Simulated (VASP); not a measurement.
A run of VASP 6.6.1:

The input INCAR:

```
PREC = Accurate
ENCUT = 520
EDIFF = 1E-7
ISMEAR = 0
SIGMA = 0.05
LREAL = Auto
LASPH = True
NELM = 100
ALGO = Normal
ISIF = 2
LWAVE = False
LCHARG = True
GGA = PE
LELF = True
LVHAR = True
NBANDS = 85
```

The input KPOINTS:

```
regular mesh
0
Gamma
  9 9 1
```

POSCAR

```
Bi2Te3
1.0
   -4.4465493992      0.0000000000      0.0000000000
   -2.2232746996     -3.8508247389      0.0000000000
   -2.7793157020     -1.6046386687     32.1686732172
Bi Te
6 9
Direct
    0.4316933005      0.4316933005      0.5638909674
    0.9039266339     -0.0960733661      0.2305576341
   -0.0405400328     -0.0405400328      0.8972243008
    0.3460261428      0.3460261428      0.7694756992
    0.8182594761     -0.1817405239      0.4361423659
    0.2904928095      0.2904928095      0.1028090326
    0.5972097217      0.5972097217      0.1666833333
   -0.3472569450     -0.3472569450      0.8333500000
    0.1249763883      0.1249763883      0.5000166667
    0.5071886370      0.5071886370      0.3827166538
    0.9794219703      0.9794219703      0.0493833205
    0.0349553037      0.0349553037      0.7160499872
    0.2705308063      0.2705308063      0.9506500128
    0.7427641397     -0.2572358603      0.6173166795
    0.2149974730      0.2149974730      0.2839833462
```

Potentials or basis: VASP PAW PBE potentials, release 64 (Bi_d, Te).

Command:

```console
$ cat potpaw_PBE.64/Bi_d/POTCAR potpaw_PBE.64/Te/POTCAR > POTCAR
$ mpirun -np 1 vasp_std > vasp.out
```

Hardware: 1 thread of Oxide Virtual Turin-like Processor, with other jobs on the host.

Q: Estimate the wall time of this run.

A: Wall time 84 min on 1 thread of Oxide Virtual Turin-like Processor (shared host), peak memory 1 GiB. Counts: scf iterations 28, k points 25.
